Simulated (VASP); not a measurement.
Wanted: the native input for a VASP 6.6.1 run.

```yaml
Task: single point
Functional: PBE
Potentials_or_basis: VASP PAW PBE potentials, release 64 (Hf_pv)
Cutoff: 520 eV
k_mesh: 10 × 10 × 14
Occupations: gaussian, width 0.05 eV
Spin: no spin polarisation
Dipole_correction: no
Further_INCAR_settings: ALGO = Fast; EDIFF = 1e-06; NBANDS = 22
```

The structure of Hf lies in POSCAR:

```
Hf
1.0
    4.8534827349      0.0000000000      0.0000000000
   -2.4267413675      4.2032393452      0.0000000000
    0.0000000000      0.0000000000      3.0177954377
Hf
3
Direct
    0.6666666667      0.3333333333      0.5000000000
    0.3333333333      0.6666666667      0.5000000000
    0.0000000000      0.0000000000      0.0000000000
```

This cell differs from its parent crystal: volume scaled by 0.920.

The input as run:

INCAR

```
PREC = Accurate
ENCUT = 520
EDIFF = 1E-6
ISMEAR = 0
SIGMA = 0.05
LREAL = False
LASPH = True
NELM = 60
ALGO = Fast
ISIF = 2
LWAVE = False
LCHARG = False
GGA = PE
NBANDS = 22
```

KPOINTS

```
regular mesh
0
Gamma
  10 10 14
```

Potentials or basis: VASP PAW PBE potentials, release 64 (Hf_pv).

Run with:

```sh
$ cat potpaw_PBE.64/Hf_pv/POTCAR > POTCAR
$ mpirun -np 1 vasp_std > vasp.out
```

Results of the run:

- Pressure: 10.0 GPa
- Band gap on the k mesh: zero (band 15 reaches 5.73 eV, above the bottom of band 16 at 4.75 eV)

Caveat: spin-orbit coupling is left out, which moves the levels of the heavy elements.

Run time: 2.6 min on 1 thread of Intel(R) Xeon(R) Platinum 8488C (Sapphire Rapids), with other jobs on the host, peak memory 0.25 GiB.
